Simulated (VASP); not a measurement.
# BN (Imm2) in VASP: notebook, part 2 of 2

VASP 6.6.1. Earlier steps stand in the parts before.

### Step 3. Single point, r2SCAN (strain +0.0225 x Voigt [0, 0, 0, 0, 0, 1])

Contents of POSCAR:

```
BN
1.0
    0.0203041548      1.8048137558      1.8048137558
    1.8048137558      0.0203041548      1.8048137558
    1.8251179106      1.8251179106      0.0000000000
B N
1 1
Direct
    0.0000000000      0.0000000000      0.0000000000
    0.7500000000      0.7500000000      0.7500000000
```

Contents of INCAR.step1:

```
SYSTEM = BN
ALGO = Normal ; EDIFF = 1E-4
ENCUT = 520 ; GGA = PE
ISMEAR = 0 ; LASPH = .TRUE.
LCHARG = .FALSE. ; LREAL = .FALSE.
LWAVE = .TRUE. ; NBANDS = 11
NELM = 60 ; PREC = Accurate
SIGMA = 0.05
```

Contents of INCAR.step2:

```
SYSTEM = BN
ALGO = Normal ; EDIFF = 1E-6
ENCUT = 520 ; ISIF = 2
ISMEAR = 0 ; ISTART = 1
LASPH = .TRUE. ; LCHARG = .FALSE.
LMIXTAU = .TRUE. ; LREAL = .FALSE.
LWAVE = .FALSE. ; METAGGA = R2SCAN
NBANDS = 11 ; NELM = 60
PREC = Accurate ; SIGMA = 0.05
```

Contents of KPOINTS:

```
k-points
0
G
  12 12 12
  0 0 0
```

Potentials or basis: VASP PAW PBE potentials, release 64 (B, N).

Launch:

```console
$ cat potpaw_PBE.64/B/POTCAR potpaw_PBE.64/N/POTCAR > POTCAR
$ cp INCAR.step1 INCAR
$ mpirun -np 1 vasp_std > vasp.out
$ cp INCAR.step2 INCAR
$ mpirun -np 1 vasp_std > vasp.out
```

OUTCAR:

```text
SYSTEM = BN
   EDIFF = 1E-6
   ENCUT = 520
   ISIF = 2
   ISMEAR = 0
   ISTART = 1
   LASPH = .TRUE.
   LREAL = .FALSE.
   METAGGA = R2SCAN
   NELM = 60
   PREC = Accurate

 ion  position               nearest neighbor table
   1  0.000  0.000  0.000-   2 1.55   2 1.55   2 1.57   2 1.57
   2  0.750  0.750  0.750-   1 1.55   1 1.55   1 1.57   1 1.57

  LATTYP: Found a body centered orthorhombic cell.
 ALAT       =     2.5236776799
 B/A-ratio  =     1.0227560051
 C/A-ratio  =     1.4303044879

  Lattice vectors:

 A1 = (   1.8048137558,   0.0203041548,  -1.8048137558)
[... 515 lines left out ...]
      8      24.3627      0.00000
      9      29.8854      0.00000
     10      33.6352      0.00000
     11      35.7658      0.00000

 [... further k-points ...]
[... 5 lines left out ...]
  --------------------------------------------------------------------------------------
  -------------------------------------------------------------------------------------
  Total        0.1088750      0.1088750      0.0890907     -0.7777617      0.0000000      0.0000000
  in kB       14.8376990     14.8376990     12.1414542   -105.9948899      0.0000000      0.0000000
  external PRESSURE =      13.9389507 kB  Pullay stress =       0.0000000 kB

 VOLUME and BASIS-vectors are now :
 -----------------------------------------------------------------------------
  energy-cutoff  :      520.00
  volume of cell :       11.76
      direct lattice vectors                 reciprocal lattice vectors
     0.020304155  1.804813756  1.804813756    -0.280189022  0.280189022  0.277036896
     1.804813756  0.020304155  1.804813756     0.280189022 -0.280189022  0.277036896
     1.825117911  1.825117911  0.000000000     0.273954903  0.273954903 -0.277036896

 POSITION                                       TOTAL-FORCE (eV/Angst)
 -----------------------------------------------------------------------------------
      0.00000      0.00000      0.00000         0.000000      0.000000     -0.023185
      2.73768      2.73768      2.70722         0.000000      0.000000      0.023185
 -----------------------------------------------------------------------------------
    total drift:                               -0.000000     -0.000000     -0.000012

  FREE ENERGIE OF THE ION-ELECTRON SYSTEM (eV)
  ---------------------------------------------------
  free  energy   TOTEN  =       -19.1628137187 eV

  energy  without entropy=      -19.1628137187  energy(sigma->0) =      -19.16281372
```

OUTCAR.step1:

```text
SYSTEM = BN
   EDIFF = 1E-4
   ENCUT = 520
   GGA = PE
   ISMEAR = 0
   LASPH = .TRUE.
   LREAL = .FALSE.
[... 558 lines left out ...]
      0.00000      0.00000      0.00000         0.000000      0.000000     -0.047154
      2.73768      2.73768      2.70722         0.000000      0.000000      0.047154
 -----------------------------------------------------------------------------------
    total drift:                                0.000000      0.000000     -0.000753

  FREE ENERGIE OF THE ION-ELECTRON SYSTEM (eV)
  ---------------------------------------------------
  free  energy   TOTEN  =       -17.4397313573 eV

  energy  without entropy=      -17.4397313573  energy(sigma->0) =      -17.43973136
```

OSZICAR.step1:

```text
N       E                     dE             d eps       ncg     rms          rms(c)
DAV:   1     0.106060526309E+02    0.10606E+02   -0.50697E+03  6390   0.729E+02
DAV:   2    -0.179137148566E+02   -0.28520E+02   -0.27816E+02  7429   0.167E+02
DAV:   3    -0.184138137193E+02   -0.50010E+00   -0.49911E+00  7251   0.187E+01
DAV:   4    -0.184143922748E+02   -0.57856E-03   -0.57855E-03  6613   0.708E-01
DAV:   5    -0.184143927840E+02   -0.50920E-06   -0.50921E-06  6660   0.210E-02    0.674E+00
DAV:   6    -0.175277116589E+02    0.88668E+00   -0.29346E+00  6493   0.992E+00    0.329E+00
DAV:   7    -0.174539746293E+02    0.73737E-01   -0.10660E-01  6931   0.269E+00    0.193E+00
DAV:   8    -0.174394640272E+02    0.14511E-01   -0.35922E-02  6852   0.138E+00    0.196E-01
DAV:   9    -0.174396445370E+02   -0.18051E-03   -0.97211E-04  6481   0.262E-01    0.845E-02
DAV:  10    -0.174397313573E+02   -0.86820E-04   -0.12346E-04  6727   0.948E-02
   1 F= -.17439731E+02 E0= -.17439731E+02  d E =-.479424E-15
```

Run time: 95 s. Hardware: 1 thread of Intel Xeon 6975P-C, shared host; peak memory 0.15 GiB.

Results:

```yaml
Free_energy: -19.1628 eV
Pressure: 1.4 GPa
Largest_force: 0.023 eV/Å
Band_gap_on_the_k_mesh: 4.90 eV, indirect (least direct gap 9.20 eV)
```

Forces in eV/Å, atoms in the order of the input:
```
B    0.000  0.000 -0.023
N    0.000  0.000  0.023
```

Stress tensor (GPa, compression positive):
```
  1.48 -10.60   0.00
-10.60   1.48   0.00
  0.00   0.00   1.21
```

Levels at points of the mesh, in eV from the valence-band top:
```
           k point  band 1  band 2  band 3  band 4  band 5  band 6  band 7  band 8  band 9
(0.00, 0.00, 0.00)  -21.39   -0.09   -0.05    0.00    9.20    9.37    9.81   11.23   26.17
(0.50, 0.00, 0.00)  -16.98  -11.15   -2.18   -2.14   10.54   11.20   11.57   16.43   24.82
(0.50, 0.50, 0.00)  -15.65   -9.40   -5.38   -4.95    4.90    9.84   19.27   19.31   22.22
(0.00, 0.00, 0.50)  -17.17  -11.20   -1.99   -1.97   10.91   11.47   11.71   16.38   24.94
(0.50, 0.00, 0.50)  -15.65   -9.40   -5.17   -5.16    4.94    9.80   19.23   19.27   22.29
```

Caveat: the cell differs from its parent crystal (strain +0.0225 x Voigt [0, 0, 0, 0, 0, 1]); the PAW data sets were made with another functional, which shifts forces and pressure a little. A k mesh can miss the band edges.

### Step 4. Single point, r2SCAN (strain +0.0075 x Voigt [0, 0, 0, 0, 0, 1])

Contents of POSCAR:

```
BN
1.0
    0.0067680516      1.8048137558      1.8048137558
    1.8048137558      0.0067680516      1.8048137558
    1.8115818074      1.8115818074      0.0000000000
B N
1 1
Direct
    0.0000000000      0.0000000000      0.0000000000
    0.7500000000      0.7500000000      0.7500000000
```

Contents of INCAR.step1:

```
PREC = Accurate ; ENCUT = 520
ISMEAR = 0 ; SIGMA = 0.05
LREAL = F ; LASPH = T
NELM = 80 ; NBANDS = 11
GGA = PE ; ALGO = Normal
EDIFF = 1E-4 ; LWAVE = T
LCHARG = F
```

Contents of INCAR.step2:

```
PREC = Accurate ; ENCUT = 520
EDIFF = 1E-7 ; ISMEAR = 0
SIGMA = 0.05 ; LREAL = F
LASPH = T ; NELM = 80
ALGO = Normal ; ISIF = 2
LWAVE = F ; LCHARG = F
METAGGA = R2SCAN ; LMIXTAU = T
NBANDS = 11 ; ISTART = 1
```

Contents of KPOINTS:

```
Automatic mesh
0
Gamma
  12 12 12
```

Launch:

```console
$ cat potpaw_PBE.64/B/POTCAR potpaw_PBE.64/N/POTCAR > POTCAR
$ cp INCAR.step1 INCAR
$ mpirun -np 1 vasp_std > vasp.out
$ cp INCAR.step2 INCAR
$ mpirun -np 1 vasp_std > vasp.out
```

Run time: 89 s. Hardware: 1 thread of Intel Xeon 6975P-C, shared host; peak memory 0.15 GiB.

It converged, with:

| Quantity | Value |
| --- | --- |
| Free energy | -19.1706 eV |
| Pressure | 1.2 GPa |
| Largest force | 0.008 eV/Å |
| Band gap on the k mesh | 4.96 eV, indirect (least direct gap 9.43 eV) |

Forces on the atoms (eV/Å):
```
B    0.000  0.000 -0.008
N    0.000  0.000  0.008
```

Stress tensor (GPa, compression positive):
```
 1.19 -3.53  0.00
-3.53  1.19  0.00
 0.00  0.00  1.16
```

Levels at points of the mesh, in eV from the valence-band top:
```tsv
k point	band 2	band 3	band 4	band 5	band 6	band 7
(0.00, 0.00, 0.00)	-0.03	-0.02	0.00	9.43	9.52	9.64
(0.50, 0.00, 0.00)	-11.13	-2.07	-2.06	10.75	11.39	11.51
(0.50, 0.50, 0.00)	-9.36	-5.21	-5.06	4.96	9.83	19.31
(0.00, 0.00, 0.50)	-11.15	-2.01	-2.00	10.89	11.46	11.56
(0.50, 0.00, 0.50)	-9.36	-5.14	-5.14	4.97	9.83	19.31
```

Caveat: the cell differs from its parent crystal (strain +0.0075 x Voigt [0, 0, 0, 0, 0, 1]); the PAW data sets were made with another functional, which shifts forces and pressure a little.

### Step 5. The runs side by side

```csv
cell,gap on the mesh (eV),pressure (GPa),largest force (eV/Å)
"a = 2.553, b = 2.553, c = 2.600 Å, angles 59.4, 59.4, 58.8°, 2 atoms",4.81,1.8,0.04
"a = 2.552, b = 2.552, c = 2.581 Å, angles 59.6, 59.6, 59.3°, 2 atoms",4.90,1.4,0.02
"a = 2.552, b = 2.552, c = 2.562 Å, angles 59.9, 59.9, 59.8°, 2 atoms",4.96,1.2,0.01
```

Alike in all rows: task single point; level r2SCAN; potentials or basis VASP PAW PBE potentials, release 64 (B, N); no spin polarisation; k mesh 12 × 12 × 12; cutoff (eV) 520; smearing gaussian 0.05 eV.

Caveats: the PAW data sets were made with another functional, which shifts forces and pressure a little.

Total energies depend on the potentials used, so only differences within one code and one set of settings carry meaning.
